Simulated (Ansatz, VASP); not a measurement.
## MgS: VASP beside Ansatz

Contents of INCAR:

```
PREC     = Accurate       # precision mode
ENCUT    = 520            # plane-wave cutoff, eV
EDIFF    = 1E-7           # SCF threshold, eV
ISMEAR   = -1             # smearing method
SIGMA    = 0.03           # smearing width, eV
LREAL    = F              # projectors in reciprocal space
LASPH    = T              # aspherical terms in the spheres
NELM     = 80             # most SCF steps
ALGO     = Normal         # electronic algorithm
ISIF     = 2              # what is computed and relaxed
LWAVE    = F              # write WAVECAR
LCHARG   = F              # write CHGCAR
GGA      = PS             # functional
NBANDS   = 11             # bands
```

Contents of KPOINTS:

```
Automatic mesh
0
Gamma
  10 10 10
```

The input POSCAR:

```
MgS
1.0
    0.0000000000      2.6016500000      2.5496170000
    2.6016500000      0.0000000000      2.5496170000
    2.6016500000      2.6016500000      0.0000000000
Mg S
1 1
Direct
    0.0000000000      0.0000000000      0.0000000000
    0.5000000000      0.5000000000      0.5000000000
```

Input for Ansatz:

```yaml
crystal:
  lattice:
    - [0.0, 2.60165, 2.549617]
    - [2.60165, 0.0, 2.549617]
    - [2.60165, 2.60165, 0.0]
  atoms:
    - { symbol: Mg, position: [0.0, 0.0, 0.0] }
    - { symbol: S, position: [0.5, 0.5, 0.5] }
kpoints:
  mp_grid: { grid: [10, 10, 10] }
  band_path:
    path:
      - [0.0, 0.0, 0.0]
      - [0.0, 0.5, 0.5]
      - [0.25, 0.75, 0.5]
      - [0.0, 0.5, 0.0]
      - [0.0, 0.0, 0.0]
      - [0.5, 0.5, 0.0]
      - [0.3801541025, 0.6198458975, 0.0]
      - [-0.3801541025, 0.3801541025, 0.0]
      - [0.0, 0.0, 0.0]
    npoints: 5
scf:
  occupations: { method: fermi_dirac, width: 0.03 }
hamiltonian:
  xc: pbesol
  pseudopotentials: { kind: all_electron, lapw: { basis_error: 0.00025 } }
output:
  forces: true
  stress: true
  eigenvalues: true
```

Change from the starting cell: zz strain of -2 %.

Alike in both runs: task single point; functional PBEsol; k mesh 10 × 10 × 10; occupations fermi-dirac, width 0.03 eV; no spin polarisation.

```csv
,VASP,Ansatz
version,VASP 6.6.1,Ansatz 0.2.0
potentials or method,"VASP PAW PBE potentials, release 64 (Mg, S), cutoff 520 eV","all-electron LAPW, scalar-relativistic"
```

|  | VASP | Ansatz | Ansatz less VASP |
| --- | --- | --- | --- |
| gap on the k mesh at the Fermi level (eV) | 2.65 | 2.65 | -0.002 |
| pressure (GPa) | 0.5 | 0.7 | +0.17 |
| traceless stress, the component that is largest in VASP (GPa) | 1.61 | 1.61 | +0.002 |

VASP's potentials were made for PBE, not for PBEsol. Ansatz ran all-electron here, and VASP with PAW potentials.
